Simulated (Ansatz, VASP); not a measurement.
## Two plane-wave programs on CdSe

File INCAR:

```
ALGO     = Normal         # electronic algorithm
EDIFF    = 1E-6           # SCF threshold, eV
ENCUT    = 520            # plane-wave cutoff, eV
GGA      = CA             # functional
ISIF     = 2              # what is computed and relaxed
ISMEAR   = -1             # smearing method
LASPH    = True           # aspherical terms in the spheres
LCHARG   = False          # write CHGCAR
LREAL    = False          # projectors in reciprocal space
LWAVE    = False          # write WAVECAR
NBANDS   = 16             # bands
NELM     = 100            # most SCF steps
PREC     = Accurate       # precision mode
SIGMA    = 0.05           # smearing width, eV
```

The input KPOINTS:

```
k-points
0
Gamma
  6 6 6
```

File POSCAR:

```
CdSe
1.0
    0.0000000000      2.8739580000      2.8739580000
    2.8739580000      0.0000000000      2.8739580000
    2.8739580000      2.8739580000      0.0000000000
Cd Se
1 1
Direct
    0.0000000000      0.0000000000      0.0000000000
    0.5000000000      0.5000000000      0.5000000000
```

Input for Ansatz:

```yaml
crystal:
  lattice:
    - [0.0, 2.873958, 2.873958]
    - [2.873958, 0.0, 2.873958]
    - [2.873958, 2.873958, 0.0]
  atoms:
    - { symbol: Cd, position: [0.0, 0.0, 0.0] }
    - { symbol: Se, position: [0.5, 0.5, 0.5] }
basis:
  ecutwfc: 520.0
kpoints:
  mp_grid:
    grid: [6, 6, 6]
hamiltonian:
  xc: lda
  pseudopotentials:
    kind: paw
scf:
  occupations:
    method: fermi_dirac
    width: 0.05
output:
  stress: true
```

Alike in both runs: task single point; functional LDA; k mesh 6 × 6 × 6; occupations fermi-dirac, width 0.05 eV; no spin polarisation.

|  | VASP | Ansatz |
| --- | --- | --- |
| version | VASP 6.6.1 | Ansatz 0.2.0 |
| potentials or method | VASP PAW LDA potentials, release 64 (Cd, Se), cutoff 520 eV | plane waves, PAW |
| valence electrons in the cell | 18 | 36 |

VASP gave:

```
pressure (GPa) : -5.5
```

Problem. Estimate Ansatz's values.

Solution. Pressure (GPa): -5.9.

LDA's correlation is that of Perdew and Zunger in VASP and of Perdew and Wang (1992) in Ansatz. VASP's potentials hold 18 valence electrons a cell and Ansatz's 36, so a difference there can come from the potentials and not from the codes.
